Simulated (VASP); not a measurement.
# AlN: single point with PBE

The system is AlN.

```
CELL_PARAMETERS angstrom
0.00000 2.18488 2.18488
2.18488 0.00000 2.18488
2.18488 2.18488 0.00000
ATOMIC_POSITIONS crystal
Al 0.00000 0.00000 0.00000
N 0.25000 0.25000 0.25000
```

| Item | Value |
| --- | --- |
| Program | VASP 6.6.1 |
| Task | single point |
| Functional | PBE |
| Potentials or basis | VASP PAW PBE potentials, release 64 (Al, N) |
| Cutoff | 520 eV |
| k mesh | 10 × 10 × 10 |
| Occupations | fermi-dirac, width 0.02 eV |
| Spin | no spin polarisation |
| Dipole correction | no |
| Further INCAR settings | ALGO = Normal; EDIFF = 1e-07; NBANDS = 11 |

The pressure is 4.3 GPa. The band gap on the k mesh is 3.32 eV, indirect (least direct gap 4.19 eV).

Levels at points of the mesh, in eV from the valence-band top:
```tsv
k point	band 2	band 3	band 4	band 5	band 6	band 7
(0.00, 0.00, 0.00)	0.00	0.00	0.00	4.19	12.55	12.55
(0.50, 0.00, 0.00)	-5.85	-0.48	-0.48	7.37	9.86	11.14
(0.50, 0.50, 0.00)	-4.90	-1.77	-1.77	3.32	8.61	13.94
```

Wall time 10 s on 1 thread of Intel Xeon 8259CL, with other jobs on the host, peak memory 0.14 GiB.

A k mesh can miss the band edges.
